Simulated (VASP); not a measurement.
A run of VASP 6.6.1 is set up as follows.

File POSCAR:

```
YN
1.0
    0.0000000000      2.4233185285      2.4233185285
    2.4233185285      0.0000000000      2.4233185285
    2.4233185285      2.4233185285      0.0000000000
Y N
1 1
Direct
    0.0000000000      0.0000000000      0.0000000000
    0.5000000000      0.5000000000      0.5000000000
```

The input INCAR.step1:

```
PREC = Accurate ; ENCUT = 660
ISMEAR = 0 ; SIGMA = 0.01
LREAL = False ; LASPH = True
NELM = 120 ; NBANDS = 15
GGA = PE ; ALGO = Normal
EDIFF = 1E-5 ; LWAVE = True
LCHARG = False ; GGA_COMPAT = False
```

The input INCAR.step2:

```
PREC = Accurate ; ENCUT = 660
EDIFF = 1E-6 ; ISMEAR = 0
SIGMA = 0.01 ; LREAL = False
LASPH = True ; NELM = 120
ALGO = Normal ; ISIF = 2
LWAVE = False ; LCHARG = True
METAGGA = R2SCAN ; LMIXTAU = True
LELF = True ; LVHAR = True
NBANDS = 15 ; ISTART = 1
GGA_COMPAT = False
```

KPOINTS

```
regular mesh
0
Gamma
  8 8 8
```

Potentials or basis: VASP PAW PBE potentials, release 64 (Y_sv, N).

The run is started by

```sh
$ cat potpaw_PBE.64/Y_sv/POTCAR potpaw_PBE.64/N/POTCAR > POTCAR
$ cp INCAR.step1 INCAR
$ mpirun -np 1 vasp_std > vasp.out
$ cp INCAR.step2 INCAR
$ mpirun -np 1 vasp_std > vasp.out
```

Estimate the pressure.

5.4 GPa.

Estimate the band gap on the k mesh.

0.54 eV (least direct gap 0.92 eV).

Caveat: the cell stands under pressure; semilocal functionals underestimate gaps, and a narrow one can read as zero; the PAW data sets were made with another functional, which shifts forces and pressure a little. A k mesh can miss the band edges.
